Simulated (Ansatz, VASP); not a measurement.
# MnS in VASP and in Ansatz

The input INCAR:

```
ALGO = Normal
EDIFF = 1E-8
ENCUT = 520
GGA = PE
ISIF = 2
ISMEAR = -1
ISPIN = 2
LASPH = T
LCHARG = F
LEFG = T
LMAXMIX = 4
LORBIT = 11
LREAL = F
LWAVE = F
MAGMOM = 4 0
NBANDS = 20
NELM = 150
PREC = Accurate
SIGMA = 0.05
```

KPOINTS

```
k-points
0
Gamma
  12 12 12
```

POSCAR

```
MnS
1.0
    0.0000000000      2.6122500000      2.6122500000
    2.6122500000      0.0000000000      2.6122500000
    2.6122500000      2.6122500000      0.0000000000
Mn S
1 1
Direct
    0.0000000000      0.0000000000      0.0000000000
    0.5000000000      0.5000000000      0.5000000000
```

Input for Ansatz:

```yaml
crystal:
  lattice:
    - [0.0, 2.61225, 2.61225]
    - [2.61225, 0.0, 2.61225]
    - [2.61225, 2.61225, 0.0]
  atoms:
    - { symbol: Mn, position: [0.0, 0.0, 0.0], spin: 4.0 }
    - { symbol: S, position: [0.5, 0.5, 0.5] }
magnetization:
  spin_polarized: true
kpoints:
  mp_grid: { grid: [12, 12, 12] }
  band_path:
    path:
      - [0.0, 0.0, 0.0]
      - [0.5, 0.0, 0.5]
      - [0.625, 0.25, 0.625]
      - [0.375, 0.375, 0.75]
      - [0.0, 0.0, 0.0]
      - [0.5, 0.5, 0.5]
      - [0.5, 0.25, 0.75]
      - [0.5, 0.0, 0.5]
    npoints: 8
scf:
  occupations: { method: fermi_dirac, width: 0.05 }
hamiltonian:
  xc: pbe
  pseudopotentials: { kind: all_electron, datasets: crystal }
output:
  forces: true
  stress: true
  eigenvalues: true
  efg: { contact_densities: true }
```

Alike in both runs: task electric field gradients; functional PBE; k mesh 12 × 12 × 12; occupations fermi-dirac, width 0.05 eV; collinear spin.

```csv
,VASP,Ansatz
version,VASP 6.6.1,Ansatz 0.2.0
potentials or method,"VASP PAW PBE potentials, release 64 (Mn_pv, S), cutoff 520 eV","all-electron PAW with datasets made for the crystal, scalar-relativistic"
```

```tsv
	VASP	Ansatz	Ansatz less VASP
pressure (GPa)	-3.3	-3.2	+0.03
net moment per atom (μB)	2.37	2.37	0.000
size of the moment on the site where the two differ most (μB)	0.11	0.15	+0.042
```

Site moments also hang on the region over which each program counts them. Ansatz ran all-electron here, and VASP with PAW potentials.
